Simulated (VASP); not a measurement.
A run of VASP 6.6.1:

File INCAR:

```
SYSTEM = CoSn2
PREC = Accurate
ENCUT = 520
EDIFF = 1E-6
ISMEAR = 0
SIGMA = 0.1
LREAL = .FALSE.
LASPH = .TRUE.
NELM = 80
ALGO = Fast
ISIF = 2
LWAVE = .FALSE.
LCHARG = .FALSE.
GGA = PS
NBANDS = 46
```

KPOINTS

```
Automatic mesh
0
G
  8 8 8
  0 0 0
```

The input POSCAR:

```
CoSn2
1.0
   -3.1397850674      3.1397850674      2.6987582830
    3.1397850674     -3.1397850674      2.6987582830
    3.1397850674      3.1397850674     -2.6987582830
Co Sn
2 4
Direct
    0.2500000000      0.2500000000      0.0000000000
    0.7500000000      0.7500000000      0.0000000000
    0.6663276314      0.1663276314      0.8326552628
    0.1663276314      0.3336723686      0.5000000000
    0.3336723686      0.8336723686      0.1673447372
    0.8336723686      0.6663276314      0.5000000000
```

Potentials or basis: VASP PAW PBE potentials, release 64 (Co, Sn_d).

Run with:

```bash
$ cat potpaw_PBE.64/Co/POTCAR potpaw_PBE.64/Sn_d/POTCAR > POTCAR
$ mpirun -np 1 vasp_std > vasp.out
```

Hardware: 1 thread of Intel(R) Xeon(R) Platinum 8488C (Sapphire Rapids), on a shared host.

Task: How long does it take, and how much memory?

Result: Run time: 9.8 min on 1 thread of Intel(R) Xeon(R) Platinum 8488C (Sapphire Rapids) (shared host), peak memory 0.39 GiB. Counts: scf iterations 18, k points 59.
